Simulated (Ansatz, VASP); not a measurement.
## One calculation of Rh, two programs

INCAR

```
ALGO = Fast
EDIFF = 1E-6
ENCUT = 520
GGA = PE
ISIF = 2
ISMEAR = 0
LASPH = True
LCHARG = True
LELF = True
LREAL = False
LVHAR = True
LWAVE = False
NBANDS = 14
NELM = 100
PREC = Accurate
SIGMA = 0.15
```

The input KPOINTS:

```
k-points
0
Gamma
  22 22 22
```

POSCAR

```
Rh
1.0
    0.0000000000      1.9015500000      1.9015500000
    1.9776120000      0.0000000000      1.9015500000
    1.9776120000      1.9015500000      0.0000000000
Rh
1
Direct
    0.0000000000      0.0000000000      0.0000000000
```

Input for Ansatz:

```yaml
crystal:
  lattice:
    - [0.0, 1.90155, 1.90155]
    - [1.977612, 0.0, 1.90155]
    - [1.977612, 1.90155, 0.0]
  atoms:
    - { symbol: Rh, position: [0.0, 0.0, 0.0] }
basis:
  ecutwfc: 420
kpoints:
  mp_grid: { grid: [22, 22, 22] }
hamiltonian:
  xc: pbe
scf:
  occupations: { method: gaussian, width: 0.15 }
output:
  forces: true
  stress: true
  eigenvalues: true
```

Change from the starting cell: strain +0.0400 x Voigt [1, 0, 0, 0, 0, 0], atoms carried along.

Alike in both runs: task single point; functional PBE; k mesh 22 × 22 × 22; occupations gaussian, width 0.15 eV; no spin polarisation.

|  | VASP | Ansatz |
| --- | --- | --- |
| version | VASP 6.6.1 | Ansatz 0.2.0 |
| potentials or method | VASP PAW PBE potentials, release 64 (Rh_pv), cutoff 520 eV | scalar-relativistic, plane waves, PAW |
| valence electrons in the cell | 15 | 17 |

VASP gave:

* gap on the k mesh at the Fermi level (eV): none
* pressure (GPa): -4.1
* traceless stress, the component that is largest in VASP (GPa): -5.84

Which values does Ansatz return?

gap on the k mesh at the Fermi level (eV): none; pressure (GPa): -4.1; traceless stress, the component that is largest in VASP (GPa): -5.86.

A gap of «none» marks a metal or a gap that the smearing closes. VASP's potentials hold 15 valence electrons a cell and Ansatz's 17, so a difference there can come from the potentials and not from the codes.
